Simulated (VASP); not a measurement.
Set up this calculation in VASP 6.6.1, as the native input.

```yaml
Task: single point
Functional: r2SCAN
Potentials_or_basis: VASP PAW PBE potentials, release 64 (O, Cd, Se)
Cutoff: 520 eV
k_mesh: 8 × 8 × 6
Occupations: fermi-dirac, width 0.02 eV
Spin: no spin polarisation
Dipole_correction: no
Further_INCAR_settings: ALGO = Normal; EDIFF = 1e-06; NBANDS = 26
```

Cd2SeO:

```
O Cd Se
1.0
     3.76759    0.00000    0.00000
     0.00000    3.76759    0.00000
     0.00000    0.00000    5.16169
O Cd Se
1 2 1
Direct
  0.00000 0.00000 0.00000
  0.00000 0.00000 0.50000
  0.50000 0.50000 0.00000
  0.50000 0.50000 0.50000
```

One way to write it, as run:

POSCAR

```
Cd2SeO
1.0
    3.7675855484      0.0000000000      0.0000000000
    0.0000000000      3.7675855484      0.0000000000
    0.0000000000      0.0000000000      5.1616932956
O Cd Se
1 2 1
Direct
    0.0000000000      0.0000000000      0.0000000000
    0.0000000000      0.0000000000      0.5000000000
    0.5000000000      0.5000000000      0.0000000000
    0.5000000000      0.5000000000      0.5000000000
```

INCAR.step1

```
  PREC = Accurate
  ENCUT = 520
  ISMEAR = -1
  SIGMA = 0.02
  LREAL = F
  LASPH = T
  NELM = 100
  NBANDS = 26
  GGA = PE
  ALGO = Normal
  EDIFF = 1E-4
  LWAVE = T
  LCHARG = F
```

INCAR.step2

```
  PREC = Accurate
  ENCUT = 520
  EDIFF = 1E-6
  ISMEAR = -1
  SIGMA = 0.02
  LREAL = F
  LASPH = T
  NELM = 100
  ALGO = Normal
  ISIF = 2
  LWAVE = F
  LCHARG = F
  METAGGA = R2SCAN
  LMIXTAU = T
  NBANDS = 26
  ISTART = 1
```

KPOINTS

```
Automatic mesh
0
Gamma
  8 8 6
```

Potentials or basis: VASP PAW PBE potentials, release 64 (O, Cd, Se).

Launch:

```sh
$ cat potpaw_PBE.64/O/POTCAR potpaw_PBE.64/Cd/POTCAR potpaw_PBE.64/Se/POTCAR > POTCAR
$ cp INCAR.step1 INCAR
$ mpirun -np 1 vasp_std > vasp.out
$ cp INCAR.step2 INCAR
$ mpirun -np 1 vasp_std > vasp.out
```

Results of the run:

```yaml
Pressure: 0.7 GPa
Band_gap_on_the_k_mesh: 0.08 eV (least direct gap 0.99 eV)
```

Caveat: the PAW data sets were made with another functional, which shifts forces and pressure a little.

Wall time 4.9 min on 1 thread of Intel(R) Xeon(R) 6975P-C (Granite Rapids), on a shared host, peak memory 0.26 GiB.
